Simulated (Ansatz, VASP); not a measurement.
# BaAg2As2: VASP beside Ansatz

```
Ba Ag As
1.0
    -2.30028    2.30028    5.67016
     2.30028   -2.30028    5.67016
     2.30028    2.30028   -5.67016
Ba Ag As
1 2 2
Cartesian
  0.0000 0.0000 0.0000
  0.0000 2.3003 2.8351
  2.3003 0.0000 2.8351
  0.0000 0.0000 4.3610
  0.0000 0.0000 6.9793
```

Alike in both runs: functional r2SCAN; k mesh 10 × 10 × 10; occupations fermi-dirac, width 0.1 eV; no spin polarisation.

Ansatz relaxed the structure, and its values are those at the end. VASP's run is a single point on that final structure, the one shown.

|  | VASP | Ansatz |
| --- | --- | --- |
| version | VASP 6.6.1 | Ansatz 0.2.0 |
| potentials or method | VASP PAW PBE potentials, release 64 (Ba_sv, Ag, As), cutoff 520 eV | PAW plane waves |
| valence electrons in the cell | 42 | 78 |

|  | VASP | Ansatz | Ansatz less VASP |
| --- | --- | --- | --- |
| pressure (GPa) | -0.9 | -1.2 | -0.31 |
| rms of the force components (eV/Å) | 0.019 | 0.001 | -0.0186 |

VASP's potentials were made for PBE, not for r2SCAN. VASP's potentials hold 42 valence electrons a cell and Ansatz's 78, so a difference there can come from the potentials and not from the codes. Ansatz's warnings: stress scf threshold loose.

Spin-orbit coupling is off throughout.
